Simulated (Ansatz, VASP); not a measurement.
One calculation of HfO2, two programs

```xyz
3
Lattice="0.0000 2.4296 2.4936 2.4296 0.0000 2.4936 2.4296 2.4296 0.0000" Properties=species:S:1:pos:R:3 pbc="T T T"
Hf    0.0000    0.0000    0.0000
O     1.2148    1.2148    1.2468
O     3.6444    3.6444    3.7403
```

Change from the starting cell: strain -0.050 along x and y, -0.025 along z, atoms carried along.

Alike in both runs: task single point; functional PBE; k mesh 8 × 8 × 8; occupations gaussian, width 0.05 eV; no spin polarisation.

|  | VASP | Ansatz |
| --- | --- | --- |
| version | VASP 6.6.1 | Ansatz 0.2.0 |
| potentials or method | VASP PAW PBE potentials, release 64 (Hf_pv, O), cutoff 520 eV | scalar-relativistic, plane waves, PAW |
| valence electrons in the cell | 22 | 38 |

```csv
,VASP,Ansatz,Ansatz less VASP
gap on the k mesh at the Fermi level (eV),3.80,3.77,-0.031
least direct gap on the mesh (eV),3.93,3.89,-0.045
pressure (GPa),32.3,37.1,+4.75
"traceless stress, the component that is largest in VASP (GPa)",-9.24,-9.03,+0.202
```

The pressures are high and differ by over a tenth, so treat them with care. VASP's potentials hold 22 valence electrons a cell and Ansatz's 38, so a difference there can come from the potentials and not from the codes.

Spin-orbit coupling is off throughout.
